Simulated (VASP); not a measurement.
# Al (P-6m2) in VASP: relaxation of cell and atoms with PBE

Aim: the relaxation of cell and atoms of Al with PBE.

Everything below comes from runs of VASP 6.6.1. Logs are shortened: lines on timing, memory, paths and dates and some standing lists are left out, and cuts for length are marked.

## 1. The cell of the first run

The structure is hexagonal, space group P-6m2 (No. 187). The conventional cell has a = 2.869 Å, b = 2.869 Å, c = 14.002 Å, α = 90.00°, β = 90.00°, γ = 120.00°. Al (site symmetry -6m2) has 12 Al at 2.86 to 2.87 Å within 3.8 Å. Within 3.8 Å of Al (site symmetry 3m) lie 12 Al at 2.86 to 2.87 Å. Within 3.8 Å of Al (site symmetry 3m) lie 12 Al at 2.86 to 2.87 Å. Within 3.8 Å of Al (site symmetry -6m2) lie 12 Al at 2.86 to 2.87 Å.

## 2. Relaxation of cell and atoms, PBE

File INCAR:

```
PREC = Accurate
ENCUT = 600
EDIFF = 1E-6
ISMEAR = 0
SIGMA = 0.1
LREAL = F
LASPH = T
NELM = 60
ALGO = Fast
ISIF = 3
LWAVE = F
LCHARG = F
GGA = PE
IBRION = 2
NSW = 65
EDIFFG = -0.01
```

File KPOINTS:

```
regular mesh
0
Gamma
  18 18 4
```

File POSCAR:

```
Al
1.0
    2.8694187012      0.0000000000      0.0000000000
   -1.4347093506      2.4849894893      0.0000000000
    0.0000000000      0.0000000000     14.0023965049
Al
6
Direct
    0.0000000000      0.0000000000      0.0000000000
    0.3333333333      0.6666666667      0.1666666667
    0.6666666667      0.3333333333      0.3333333333
    0.3333333333      0.6666666667      0.5000000000
    0.6666666667      0.3333333333      0.6666666667
    0.3333333333      0.6666666667      0.8333333333
```

Potentials or basis: VASP PAW PBE potentials, release 64 (Al).

The run is started by

```sh
$ cat potpaw_PBE.64/Al/POTCAR > POTCAR
$ mpirun -np 1 vasp_std > vasp.out
```

OUTCAR:

```text
PREC = Accurate
   ENCUT = 600
   EDIFF = 1E-6
   ISMEAR = 0
   LREAL = F
   LASPH = T
   NELM = 60
   ISIF = 3
   GGA = PE
   IBRION = 2
   NSW = 65
   EDIFFG = -0.01

 ion  position               nearest neighbor table
   1  0.000  0.000  0.000-   2 2.86   6 2.86   2 2.86   6 2.86   2 2.86   6 2.86
   2  0.333  0.667  0.167-   3 2.86   3 2.86   3 2.86   1 2.86   1 2.86   1 2.86
   3  0.667  0.333  0.333-   2 2.86   2 2.86   2 2.86   4 2.86   4 2.86   4 2.86
   4  0.333  0.667  0.500-   3 2.86   5 2.86   3 2.86   5 2.86   3 2.86   5 2.86
   5  0.667  0.333  0.667-   6 2.86   6 2.86   6 2.86   4 2.86   4 2.86   4 2.86
   6  0.333  0.667  0.833-   5 2.86   5 2.86   5 2.86   1 2.86   1 2.86   1 2.86

  LATTYP: Found a hexagonal cell.
 ALAT       =     2.8694187012
 C/A-ratio  =     4.8798721842

  Lattice vectors:

 A1 = (   2.8694187012,   0.0000000000,   0.0000000000)
 A2 = (  -1.4347093506,   2.4849894893,   0.0000000000)
 A3 = (   0.0000000000,   0.0000000000,  14.0023965049)

Analysis of symmetry for initial positions (statically):
=====================================================================
 Subroutine PRICEL returns:
 Original cell was already a primitive cell.

 Routine SETGRP: Setting up the symmetry group for a
 hexagonal supercell.

 Subroutine GETGRP returns: Found 12 space group operations
 (whereof 12 operations were pure point group operations)
 out of a pool of 24 trial point group operations.

The static configuration has the point symmetry D_3h.

Analysis of symmetry for dynamics (positions and initial velocities):
=====================================================================
 Subroutine PRICEL returns:
 Original cell was already a primitive cell.

 Routine SETGRP: Setting up the symmetry group for a
 hexagonal supercell.

 Subroutine GETGRP returns: Found 12 space group operations
 (whereof 12 operations were pure point group operations)
 out of a pool of 24 trial point group operations.

The dynamic configuration has the point symmetry D_3h.

 Subroutine INISYM returns: Found 12 space group operations
 (whereof 12 operations are pure point group operations),
 and found     1 'primitive' translations

----------------------------------------------------------------------------------------

                                     Primitive cell

  volume of cell :      99.8437

  direct lattice vectors                    reciprocal lattice vectors
     2.869418701  0.000000000  0.000000000     0.348502643  0.201208095  0.000000000
    -1.434709351  2.484989489  0.000000000     0.000000000  0.402416189  0.000000000
     0.000000000  0.000000000 14.002396505     0.000000000  0.000000000  0.071416346

  length of vectors
[... 125 lines left out ...]
  energy-cutoff  :      600.00
  volume of cell :       99.84
 maximum number of plane-waves:      3356
 NGX is ok and might be reduce to    24
   NGX = 11   NGY = 11   NGZ = 55

--------------------------------------- Ionic step        1  -------------------------------------------

 number of electron      18.0000000 magnetization

 Free energy of the ion-electron system (eV)
  ---------------------------------------------------
  ext. energy  EPLUGINS =         0.00000000
  ---------------------------------------------------
  free energy    TOTEN  =       -22.36423214 eV

  energy without entropy =      -22.34931127  energy(sigma->0) =      -22.35677171

------------------------ aborting loop because EDIFF is reached ----------------------------------------

  FORCE on cell =-STRESS in cart. coord.  units (eV):
  Direction    XX          YY          ZZ          XY          YZ          ZX
  --------------------------------------------------------------------------------------
  -------------------------------------------------------------------------------------
  Total       -0.3695656     -0.3695656      0.3259359     -0.0000000      0.0000000      0.0000000
  in kB       -5.9303629     -5.9303629      5.2302442     -0.0000000      0.0000000      0.0000000
  external PRESSURE =      -2.2101605 kB  Pullay stress =       0.0000000 kB
[... 101 lines left out ...]
  FREE ENERGIE OF THE ION-ELECTRON SYSTEM (eV)
  ---------------------------------------------------
  free  energy   TOTEN  =       -22.3682356671 eV

  energy  without entropy=      -22.3547832375  energy(sigma->0) =      -22.36150945

[... ionic steps 4 to 7 ...]

--------------------------------------- Ionic step        8  -------------------------------------------

 number of electron      18.0000000 magnetization

------------------------ aborting loop because EDIFF is reached ----------------------------------------
[... 75 lines left out ...]
--------------------------------------- Ionic step       10  -------------------------------------------

 number of electron      18.0000000 magnetization

 Free energy of the ion-electron system (eV)
  ---------------------------------------------------
  ext. energy  EPLUGINS =         0.00000000
  ---------------------------------------------------
  free energy    TOTEN  =       -22.36912440 eV

  energy without entropy =      -22.35565823  energy(sigma->0) =      -22.36239131

 E-fermi :   7.9399     XC(G=0): -10.1762

 val. band max:        7.9291483318   @ k =   0.3333   0.0000   0.0000
 cond. band min:       7.9418618928   @ k =   0.3333   0.2222   0.2500
 fundamental gap:      0.0127135610
 Fermi energy:         7.9399355499

 k-point     1 :       0.0000    0.0000    0.0000
  band No.  band energies     occupation
      1      -3.1572      2.00000
      2      -2.4301      2.00000
      3      -2.4012      2.00000
      4      -0.2283      2.00000
      5      -0.2029      2.00000
      6       3.3205      2.00000
      7       3.4454      2.00000
      8       8.2785      0.00000
      9       8.2973      0.00000
     10      14.3400      0.00000
     11      14.3405      0.00000
     12      18.6836      0.00000
     13      18.6836      0.00000
[... 354 lines left out ...]
  band No.  band energies     occupation
      1       1.7639      2.00000
      2       2.4625      2.00000
      3       2.4885      2.00000
      4       4.3107      2.00000
      5       4.4596      2.00000
      6       4.4715      2.00000
      7       5.2089      2.00000
      8       5.2349      2.00000
      9       7.1488      2.00000
     10       7.1658      2.00000
     11       8.0506      0.11748
     12       8.3309      0.00000
     13      10.2570      0.00000

 [... further k-points ...]
[... 5 lines left out ...]
  --------------------------------------------------------------------------------------
  -------------------------------------------------------------------------------------
  Total       -0.0323987     -0.0323987      0.0213478      0.0000000      0.0000000      0.0000000
  in kB       -0.5212529     -0.5212529      0.3434578      0.0000000      0.0000000      0.0000000
  external PRESSURE =      -0.2330160 kB  Pullay stress =       0.0000000 kB
[... 21 lines left out ...]
  FREE ENERGIE OF THE ION-ELECTRON SYSTEM (eV)
  ---------------------------------------------------
  free  energy   TOTEN  =       -22.3691243969 eV

  energy  without entropy=      -22.3556582325  energy(sigma->0) =      -22.36239131

 reached required accuracy - stopping structural energy minimisation
```

Run time: 11 min. Hardware: 1 thread of AMD EPYC 7R43 (Zen 3), shared host; peak memory 0.29 GiB.

Results:

| Property | Result |
| --- | --- |
| Free energy | -22.3691 eV |
| Relaxed volume | 16.60 Å³/atom |
| Relaxed cell | a = 2.854 Å, b = 2.854 Å, c = 14.118 Å, α = 90.00°, β = 90.00°, γ = 120.00° |
| Space group after relaxing (to 0.1 Å) | P-6m2 (No. 187) |
| Energy gained by relaxing | 0.8 meV/atom |
| Ionic steps | 10 |
| Pressure after relaxing | 0.0 GPa |
| Largest force after relaxing | 0.008 eV/Å |

Forces in eV/Å, atoms in the order of the input:
```
Al   0.000  0.000  0.000
Al   0.000  0.000 -0.008
Al   0.000  0.000 -0.008
Al   0.000  0.000  0.000
Al   0.000  0.000  0.008
Al   0.000  0.000  0.008
```

The path:
```csv
step,energy change (eV),largest force (eV/Å),pressure (GPa),volume (Å³)
1,0.0000,0.0578,-0.22,99.84
2,-0.0028,0.0428,0.03,99.51
3,-0.0040,0.0188,0.44,99.00
4,-0.0041,0.0250,0.32,99.14
5,-0.0047,0.0141,-0.03,99.59
6,-0.0048,0.0153,0.02,99.52
7,-0.0048,0.0159,0.03,99.51
8,-0.0048,0.0137,0.00,99.56
9,-0.0048,0.0109,-0.05,99.62
10,-0.0049,0.0081,-0.02,99.58
```

Final structure:
```cif
data_structure
_symmetry_space_group_name_H-M 'P 1'
_symmetry_Int_Tables_number 1
_cell_length_a 2.8539
_cell_length_b 2.8539
_cell_length_c 14.1183
_cell_angle_alpha 90.000
_cell_angle_beta 90.000
_cell_angle_gamma 120.000
_cell_volume 99.58
loop_
_atom_site_label
_atom_site_type_symbol
_atom_site_fract_x
_atom_site_fract_y
_atom_site_fract_z
_atom_site_occupancy
Al1 Al 0.00000 0.00000 0.00000 1
Al2 Al 0.33333 0.66667 0.16664 1
Al3 Al 0.66667 0.33333 0.33255 1
Al4 Al 0.33333 0.66667 0.50000 1
Al5 Al 0.66667 0.33333 0.66745 1
Al6 Al 0.33333 0.66667 0.83336 1
```

Levels at points of the mesh, in eV from the Fermi level:
| k point | band 6 | band 7 | band 8 | band 9 | band 10 | band 11 |
| --- | --- | --- | --- | --- | --- | --- |
| (0.00, 0.00, 0.00) | -4.62 | -4.49 | 0.34 | 0.36 | 6.40 | 6.40 |
| (0.50, 0.00, 0.00) | -4.40 | -2.49 | -2.44 | -2.10 | -2.07 | 0.80 |
| (0.00, 0.00, 0.50) | -6.52 | -2.27 | -2.25 | 3.24 | 3.25 | 9.67 |
| (0.50, 0.00, 0.50) | -3.82 | -3.29 | -3.22 | -0.95 | -0.92 | -0.49 |

Caveat: the highest band is partly filled, so the run has too few bands.
